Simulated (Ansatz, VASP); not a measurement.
# VPt3 in VASP and in Ansatz

File INCAR:

```
SYSTEM = VPt3
  PREC = Accurate
  ENCUT = 520
  EDIFF = 1E-6
  ISMEAR = -1
  SIGMA = 0.15
  LREAL = .False.
  LASPH = .True.
  NELM = 150
  ALGO = Normal
  ISIF = 2
  LWAVE = .False.
  LCHARG = .False.
  ISPIN = 2
  MAGMOM = 1.5 0 0 0
  LORBIT = 11
  LMAXMIX = 4
  GGA = CA
  NBANDS = 34
```

File KPOINTS:

```
regular mesh
0
Gamma
  6 6 6
  0 0 0
```

Contents of POSCAR:

```
VPt3
1.0
    3.8700000000      0.0000000000      0.0000000000
    0.0000000000      3.8700000000      0.0000000000
    0.0000000000      0.0000000000      3.8700000000
V Pt
1 3
Direct
    0.0000000000      0.0000000000      0.0000000000
    0.0000000000      0.5000000000      0.5000000000
    0.5000000000      0.0000000000      0.5000000000
    0.5000000000      0.5000000000      0.0000000000
```

Input for Ansatz:

```yaml
crystal:
  lattice:
    - [3.87, 0.0, 0.0]
    - [0.0, 3.87, 0.0]
    - [0.0, 0.0, 3.87]
  atoms:
    - { symbol: V, position: [0.0, 0.0, 0.0] }
    - { symbol: Pt, position: [0.0, 0.5, 0.5] }
    - { symbol: Pt, position: [0.5, 0.0, 0.5] }
    - { symbol: Pt, position: [0.5, 0.5, 0.0] }
kpoints:
  mp_grid:
    grid: [6, 6, 6]
hamiltonian:
  xc: lda
magnetization:
  spin_polarized: true
  per_species:
    V: 1.5
scf:
  occupations:
    method: fermi_dirac
    width: 0.15
output:
  forces: true
```

Alike in both runs: task single point; functional LDA; k mesh 6 × 6 × 6; occupations fermi-dirac, width 0.15 eV; collinear spin.

|  | VASP | Ansatz |
| --- | --- | --- |
| version | VASP 6.6.1 | Ansatz 0.2.0 |
| potentials or method | VASP PAW LDA potentials, release 64 (V_sv, Pt) | plane waves, PAW |
| plane-wave cutoff (eV) | 520 | 420 |
| valence electrons in the cell | 43 | 67 |

VASP gave:

- net moment per atom (μB): 0.00
- size of the moment on the site where the two differ most (μB): 0.00

Which values does Ansatz return?

net moment per atom (μB): 0.32; size of the moment on the site where the two differ most (μB): 1.23.

The net moments are unlike, so the other rows may belong to different states. LDA's correlation is that of Perdew and Zunger in VASP and of Perdew and Wang (1992) in Ansatz. Site moments also hang on the region over which each program counts them. VASP's potentials hold 43 valence electrons a cell and Ansatz's 67, so a difference there can come from the potentials and not from the codes.

Spin-orbit coupling is off throughout.
